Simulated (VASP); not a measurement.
Input of a VASP 6.6.1 run:

Contents of INCAR:

```
PREC = Accurate
ENCUT = 520
EDIFF = 1E-6
ISMEAR = 0
SIGMA = 0.1
LREAL = F
LASPH = T
NELM = 60
ALGO = Normal
ISIF = 2
LWAVE = F
LCHARG = F
GGA = PE
IVDW = 12
NBANDS = 15
```

KPOINTS

```
Automatic mesh
0
Gamma
  6 6 6
```

Contents of POSCAR:

```
SiO2
1.0
    1.3061937200      0.7541313000      4.3819820300
   -1.3061937200      0.7541313000      4.3819820300
    0.0000000000     -1.5082626000      4.3819820300
Si O
1 2
Direct
    0.5000000000      0.5000000000      0.5000000000
    0.9007298500      0.9007298500      0.9007298500
    0.0992701500      0.0992701500      0.0992701500
```

Potentials or basis: VASP PAW PBE potentials, release 64 (Si, O).

Run with:

```bash
$ cat potpaw_PBE.64/Si/POTCAR potpaw_PBE.64/O/POTCAR > POTCAR
$ mpirun -np 1 vasp_std > vasp.out
```

Q: Estimate the dispersion energy per atom.

A: -0.209 eV.

Q: What does it give for the band gap on the k mesh?

A: 7.04 eV (least direct gap 7.40 eV).

Stress tensor (GPa, compression positive):
```
27.74  0.00  0.00
 0.00 27.74  0.00
 0.00  0.00 24.54
```

Caveat: the k points lie up to 0.47 Å⁻¹ apart; forces of over 1 eV/Å act on the atoms, so gaps and moduli don't describe the material at rest. A k mesh can miss the band edges.
